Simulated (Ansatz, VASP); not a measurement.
**Ga4Sb3P: VASP beside Ansatz**

```xyz
8
Lattice="4.1834 0.0000 0.0000 0.0000 8.3759 0.0000 0.0000 0.0000 5.8974" Properties=species:S:1:pos:R:3 pbc="T T T"
P     0.0000    0.0000    0.0058
Ga    2.0917    0.0000    4.6395
Ga    0.0000    6.4598    1.3950
Ga    2.0917    4.1880    4.3493
Ga    0.0000    1.9161    1.3950
Sb    2.0917    6.3758    2.9512
Sb    0.0000    4.1880    0.0052
Sb    2.0917    2.0002    2.9512
```

Alike in both runs: task single point; functional PBE; k mesh 6 × 4 × 4; occupations fermi-dirac, width 0.02 eV; no spin polarisation.

```csv
,VASP,Ansatz
version,VASP 6.6.1,Ansatz 0.2.0
potentials or method,"VASP PAW PBE potentials, release 64 (P, Ga_d, Sb)","plane waves, PAW"
plane-wave cutoff (eV),520,420
valence electrons in the cell,72,102
```

```tsv
	VASP	Ansatz	Ansatz less VASP
pressure (GPa)	3.6	3.6	-0.08
rms of the force components (eV/Å)	0.035	0.034	-0.0003
```

The functional is the same, so the differences come from potentials, cutoffs and numerics. VASP's potentials hold 72 valence electrons a cell and Ansatz's 102, so a difference there can come from the potentials and not from the codes.

Neither program's run includes spin-orbit coupling.
